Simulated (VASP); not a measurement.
# HfS2 (P-3m1) in VASP: relaxation of shape and atoms at fixed volume with r2SCAN

Aim: the relaxation of shape and atoms at fixed volume of HfS2 with r2SCAN.

All numbers are computed with VASP 6.6.1; they aren't measurements. Logs are shortened: lines on timing, memory, paths and dates and some standing lists are left out, and cuts for length are marked.

**1. The cell of the first run**

The structure is trigonal, space group P-3m1 (No. 164). The conventional cell has a = 3.611 Å, b = 3.611 Å, c = 6.073 Å, α = 90.00°, β = 90.00°, γ = 120.00°. Hf (site symmetry -3m) has 6 S at 2.52 Å within 3.3 Å. Within 3.3 Å of S (site symmetry 3m) lie 3 Hf at 2.52 Å.

**2. Relaxation of shape and atoms at fixed volume, r2SCAN (22.85 Å³/atom)**

POSCAR

```
HfS2
1.0
    3.6106777013      0.0000000000      0.0000000000
   -1.8053388506      3.1269386142      0.0000000000
    0.0000000000      0.0000000000      6.0726452890
Hf S
1 2
Direct
    0.0000000000      0.0000000000      0.0000000000
    0.6666666667      0.3333333333      0.7664505459
    0.3333333333      0.6666666667      0.2335494541
```

INCAR.step1

```
SYSTEM = HfS2
PREC = Accurate ; ENCUT = 550
ISMEAR = 0 ; SIGMA = 0.02
LREAL = .False. ; LASPH = .True.
NELM = 120 ; GGA = PE
ALGO = Normal ; EDIFF = 1E-5
LWAVE = .True. ; LCHARG = .False.
GGA_COMPAT = .False. ; IBRION = 2
ISIF = 3 ; EDIFFG = -0.005
NELMIN = 4 ; NSW = 100
```

INCAR.step2

```
SYSTEM = HfS2
PREC = Accurate ; ENCUT = 550
EDIFF = 1E-7 ; ISMEAR = 0
SIGMA = 0.02 ; LREAL = .False.
LASPH = .True. ; NELM = 120
ALGO = Normal ; ISIF = 4
LWAVE = .False. ; LCHARG = .False.
METAGGA = R2SCAN ; LMIXTAU = .True.
IBRION = 2 ; NSW = 50
EDIFFG = -0.01 ; ISTART = 1
GGA_COMPAT = .False. ; NELMIN = 4
```

KPOINTS

```
regular mesh
0
Gamma
  12 12 6
  0 0 0
```

Potentials or basis: VASP PAW PBE potentials, release 64 (Hf_pv, S).

Started as:

```sh
$ cat potpaw_PBE.64/Hf_pv/POTCAR potpaw_PBE.64/S/POTCAR > POTCAR
$ cp INCAR.step1 INCAR
$ mpirun -np 1 vasp_std > vasp.out
$ cp INCAR.step2 INCAR
$ mpirun -np 1 vasp_std > vasp.out
```

OUTCAR:

```text
SYSTEM = HfS2
   PREC = Accurate
   ENCUT = 550
   EDIFF = 1E-7
   ISMEAR = 0
   LREAL = .False.
   LASPH = .True.
   NELM = 120
   ISIF = 4
   METAGGA = R2SCAN
   IBRION = 2
   NSW = 50
   EDIFFG = -0.01
   ISTART = 1
   NELMIN = 4

 ion  position               nearest neighbor table
   1  0.000  0.000  0.000-   2 2.52   3 2.52   3 2.52   2 2.52   2 2.52   3 2.52
   2  0.667  0.333  0.766-   1 2.52   1 2.52   1 2.52
   3  0.333  0.667  0.234-   1 2.52   1 2.52   1 2.52

  LATTYP: Found a hexagonal cell.
 ALAT       =     3.6106777013
 C/A-ratio  =     1.6818574770

  Lattice vectors:

 A1 = (   3.6106777013,   0.0000000000,   0.0000000000)
 A2 = (  -1.8053388506,   3.1269386142,   0.0000000000)
 A3 = (   0.0000000000,   0.0000000000,   6.0726452890)

Analysis of symmetry for initial positions (statically):
=====================================================================
 Subroutine PRICEL returns:
 Original cell was already a primitive cell.

 Routine SETGRP: Setting up the symmetry group for a
 hexagonal supercell.

 Subroutine GETGRP returns: Found 12 space group operations
 (whereof 12 operations were pure point group operations)
 out of a pool of 24 trial point group operations.

The static configuration has the point symmetry D_3d.

Analysis of symmetry for dynamics (positions and initial velocities):
=====================================================================
 Subroutine PRICEL returns:
 Original cell was already a primitive cell.

 Routine SETGRP: Setting up the symmetry group for a
 hexagonal supercell.

 Subroutine GETGRP returns: Found 12 space group operations
 (whereof 12 operations were pure point group operations)
 out of a pool of 24 trial point group operations.

The dynamic configuration has the point symmetry D_3d.

 Subroutine INISYM returns: Found 12 space group operations
 (whereof 12 operations are pure point group operations),
 and found     1 'primitive' translations

----------------------------------------------------------------------------------------

                                     Primitive cell

  volume of cell :      68.5624

  direct lattice vectors                    reciprocal lattice vectors
     3.610677701  0.000000000  0.000000000     0.276956318  0.159900804  0.000000000
    -1.805338851  3.126938614  0.000000000     0.000000000  0.319801609  0.000000000
     0.000000000  0.000000000  6.072645289     0.000000000  0.000000000  0.164672882

  length of vectors
     3.610677701  3.610677701  6.072645289     0.319801609  0.319801609  0.164672882

  position of ions in fractional coordinates (direct lattice)
     0.000000000  0.000000000  0.000000000
     0.666666667  0.333333333  0.766450546
     0.333333333  0.666666667  0.233549454

  ion indices of the primitive-cell ions
   primitive index   ion index
                 1           1
                 2           2
                 3           3

----------------------------------------------------------------------------------------

 KPOINTS: regular mesh

Automatic generation of k-mesh.
 Grid dimensions read from file:
 generate k-points for:   12   12    6

 Generating k-lattice:

  Cartesian coordinates                     Fractional coordinates (reciprocal lattice)
     0.023079693  0.013325067  0.000000000     0.083333333  0.000000000  0.000000000
     0.000000000  0.026650134  0.000000000     0.000000000  0.083333333  0.000000000
     0.000000000  0.000000000  0.027445480     0.000000000  0.000000000  0.166666667

  Length of vectors
     0.026650134  0.026650134  0.027445480

  Shift w.r.t. Gamma in fractional coordinates (k-lattice)
     0.000000000  0.000000000  0.000000000

 Subroutine IBZKPT returns following result:
 ===========================================

 Found    100 irreducible k-points:

 Following reciprocal coordinates:
            Coordinates               Weight
  0.000000  0.000000  0.000000      1.000000
  0.083333  0.000000  0.000000      6.000000
  0.166667  0.000000  0.000000      6.000000
  0.250000 -0.000000  0.000000      6.000000
  0.333333  0.000000  0.000000      6.000000
  0.416667 -0.000000  0.000000      6.000000
[... 16 lines left out ...]
  0.166667  0.000000  0.166667      6.000000
  0.000000  0.166667  0.166667      6.000000
 [... further k-points ...]
   k-points           NKPTS =    100   k-points in BZ     NKDIM =    100   number of bands    NBANDS=     15
   number of dos      NEDOS =    301   number of ions     NIONS =      3
   total plane-waves  NPLWV =  37632
   dimension x,y,z NGX =    28 NGY =   28 NGZ =   48
   dimension x,y,z NGXF=    56 NGYF=   56 NGZF=   96
   ions per type =               1   2
   NGX,Y,Z   is equivalent  to a cutoff of  12.89, 12.89, 13.14 a.u.
   NGXF,Y,Z  is equivalent  to a cutoff of  25.78, 25.78, 26.28 a.u.
 SYSTEM =  HfS2
   PREC   = accura    normal or accurate (medium, high low for compatibility)
   ISTART =      1    job   : 0-new  1-cont  2-samecut
   ICHARG =      0    charge: 1-file 2-atom 10-const
   ISPIN  =      1    spin polarized calculation?
   LNONCOLLINEAR =      F non collinear calculations
   LSORBIT =      F    spin-orbit coupling
   LASPH  =      T    aspherical Exc in radial PAW
   ENCUT  =  550.0 eV  40.42 Ry    6.36 a.u.   6.90  6.90 11.61*2*pi/ulx,y,z
   NELM   =    120;   NELMIN=  4; NELMDL=  0     # of ELM steps
   EDIFF  = 0.1E-06   stopping-criterion for ELM
   LREAL  =      F    real-space projection
   EDIFFG = -.1E-01   stopping-criterion for IOM
   NSW    =     50    number of steps for IOM
   IBRION =      2    ionic relax: 0-MD 1-quasi-New 2-CG
   NFREE  =      1    steps in history (QN), initial steepest desc. (CG)
   ISIF   =      4    stress and relaxation
   ISYM   =      2    0-nonsym 1-usesym 2-fastsym
   POTIM  = 0.5000    time-step for ionic-motion
   TEBEG  =    0.0;   TEEND  =   0.0 temperature during run
   PSTRESS=    0.0 pullay stress
   NELECT =      22.0000    total number of electrons
   NUPDOWN=      -1.0000    fix difference up-down
   EMIN   =  10.00;   EMAX   =-10.00  energy-range for DOS
   EFERMI =   0.00;   METHOD = LEGACY
   ISMEAR =     0;   SIGMA  =   0.02  broadening in eV -4-tet -1-fermi 0-gaus
   EFERMI_NEDOS =   21; number of points for ismear=-14 and -15
   IALGO  =     38    algorithm
   IMIX   =      4    mixing-type and parameters
     AMIX     =   0.40;   BMIX     =  1.00
     AMIX_MAG =   1.60;   BMIX_MAG =  1.00
  volume/ion in A,a.u.               =      22.85       154.23
  Fermi-wavevector in a.u.,A,eV,Ry     =   1.120780  2.117967 17.090930  1.256148
  Thomas-Fermi vector in A             =   2.257429
   LORBIT       =      0    0 simple, 1 ext, 2 COOP (PROOUT), +10 PAW based schemes
   METAGGA = R2SCAN    functional components
   LHFCALC =     F    Hartree Fock is set to
   AEXX    =    0.0000 exact exchange contribution
   IVDW    =     0    specifies the selected vdW correction
   LEPSILON=     F    determine dielectric tensor
   LRPA    =     F    only Hartree local field effects (RPA)
 conjugate gradient relaxation of ions
 non-spin polarized calculation
 Gauss-broadening in eV      SIGMA  =   0.02
  energy-cutoff  :      550.00
  volume of cell :       68.56
 maximum number of plane-waves:      2034
   NGX = 13   NGY = 13   NGZ = 23

--------------------------------------- Ionic step        1  -------------------------------------------

 number of electron      22.0000001 magnetization

 Free energy of the ion-electron system (eV)
  ---------------------------------------------------
  ext. energy  EPLUGINS =         0.00000000
  ---------------------------------------------------
  free energy    TOTEN  =       -66.62735153 eV

  energy without entropy =      -66.62735153  energy(sigma->0) =      -66.62735153

 E-fermi :   2.8002     XC(G=0):  -9.9853

 val. band max:        2.6770922624   @ k =   0.0833   0.0833   0.0000
 cond. band min:       4.2175617146   @ k =   0.5000  -0.0000   0.5000
 fundamental gap:      1.5404694522
 Fermi energy:         2.8001875965

 k-point     1 :       0.0000    0.0000    0.0000
  band No.  band energies     occupation
      1     -29.0096      2.00000
      2     -28.8868      2.00000
      3     -28.8868      2.00000
      4     -10.9364      2.00000
      5      -9.1809      2.00000
      6      -1.9922      2.00000
      7      -0.2141      2.00000
      8      -0.2141      2.00000
      9       2.5856      2.00000
     10       2.6651      2.00000
     11       2.6651      2.00000
     12       5.0857      0.00000
     13       5.0857      0.00000
     14       5.8516      0.00000
[... 401 lines left out ...]
      2     -28.9411      2.00000
      3     -28.8989      2.00000
      4     -10.5752      2.00000
      5      -9.2824      2.00000
      6      -1.5149      2.00000
      7      -0.5222      2.00000
      8      -0.0704      2.00000
      9       1.0260      2.00000
     10       2.0878      2.00000
     11       2.5128      2.00000
     12       4.9865      0.00000
     13       5.8849      0.00000
     14       6.4935      0.00000
     15       8.2478      0.00000

 [... further k-points ...]

------------------------ aborting loop because EDIFF is reached ----------------------------------------

  FORCE on cell =-STRESS in cart. coord.  units (eV):
  Direction    XX          YY          ZZ          XY          YZ          ZX
  --------------------------------------------------------------------------------------
  -------------------------------------------------------------------------------------
  Total        1.0914422      1.0914422      0.9160907      0.0000000      0.0000000      0.0000000
  in kB       25.5050012     25.5050012     21.4073584      0.0000000      0.0000000      0.0000000
  external PRESSURE =      24.1391202 kB  Pullay stress =       0.0000000 kB
[... 172 lines left out ...]
--------------------------------------- Ionic step        6  -------------------------------------------

 number of electron      21.9999999 magnetization

 Free energy of the ion-electron system (eV)
  ---------------------------------------------------
  ext. energy  EPLUGINS =         0.00000000
  ---------------------------------------------------
  free energy    TOTEN  =       -66.63728085 eV

  energy without entropy =      -66.63728085  energy(sigma->0) =      -66.63728085

 E-fermi :   2.8822     XC(G=0): -10.0218

 val. band max:        2.7426175113   @ k =   0.0833   0.0000   0.0000
 cond. band min:       4.2363167566   @ k =   0.5000  -0.0000   0.5000
 fundamental gap:      1.4936992453
 Fermi energy:         2.8821522373

 k-point     1 :       0.0000    0.0000    0.0000
  band No.  band energies     occupation
      1     -29.0511      2.00000
      2     -28.9359      2.00000
      3     -28.9359      2.00000
      4     -10.8377      2.00000
      5      -9.1126      2.00000
      6      -1.9511      2.00000
      7      -0.1197      2.00000
      8      -0.1197      2.00000
      9       2.6849      2.00000
     10       2.6849      2.00000
     11       2.6993      2.00000
     12       5.1080      0.00000
     13       5.1080      0.00000
     14       5.8319      0.00000
[... 401 lines left out ...]
      2     -28.9860      2.00000
      3     -28.9470      2.00000
      4     -10.4830      2.00000
      5      -9.2177      2.00000
      6      -1.4694      2.00000
      7      -0.4051      2.00000
      8       0.0142      2.00000
      9       1.0551      2.00000
     10       2.1296      2.00000
     11       2.5673      2.00000
     12       5.0025      0.00000
     13       5.8751      0.00000
     14       6.4652      0.00000
     15       8.2040      0.00000

 [... further k-points ...]

------------------------ aborting loop because EDIFF is reached ----------------------------------------

  FORCE on cell =-STRESS in cart. coord.  units (eV):
  Direction    XX          YY          ZZ          XY          YZ          ZX
  --------------------------------------------------------------------------------------
  -------------------------------------------------------------------------------------
  Total        0.2068960      0.2068960      0.1807823      0.0000000      0.0000000      0.0000000
  in kB        4.8347806      4.8347806      4.2245507      0.0000000      0.0000000      0.0000000
  external PRESSURE =       4.6313706 kB  Pullay stress =       0.0000000 kB
[... 18 lines left out ...]
  FREE ENERGIE OF THE ION-ELECTRON SYSTEM (eV)
  ---------------------------------------------------
  free  energy   TOTEN  =       -66.6372808481 eV

  energy  without entropy=      -66.6372808481  energy(sigma->0) =      -66.63728085

 reached required accuracy - stopping structural energy minimisation
```

It took 66 min on 1 thread of Oxide Virtual Turin-like, shared host; peak memory 0.25 GiB.

Results:

* Free energy: -66.6373 eV
* Energy gained by relaxing: 3.3 meV/atom
* Ionic steps: 6
* Pressure after relaxing: 0.5 GPa
* Band gap on the k mesh: 1.49 eV (least direct gap 2.27 eV)

The path:
| step | energy change (eV) | largest force (eV/Å) | pressure (GPa) | volume (Å³) |
| --- | --- | --- | --- | --- |
| 1 | 0.0000 | 0.3071 | 2.41 | 68.56 |
| 2 | -0.0068 | 0.1213 | 1.46 | 68.56 |
| 3 | -0.0085 | 0.0091 | 0.80 | 68.56 |
| 4 | -0.0085 | 0.0238 | 0.73 | 68.56 |
| 5 | -0.0098 | 0.0073 | 0.54 | 68.56 |
| 6 | -0.0099 | 0.0004 | 0.46 | 68.56 |

Final structure:
```
Hf S
1.0
     3.63002    0.00000    0.00000
    -1.81501    3.14369    0.00000
     0.00000    0.00000    6.00810
Hf S
1 2
Cartesian
  3.6300 0.0000 6.0081
  1.8150 1.0479 4.5764
  0.0000 2.0958 1.4317
```

Caveat: the PAW data sets were made with another functional, which shifts forces and pressure a little; spin-orbit coupling is left out, which moves the levels of the heavy elements. A k mesh can miss the band edges.
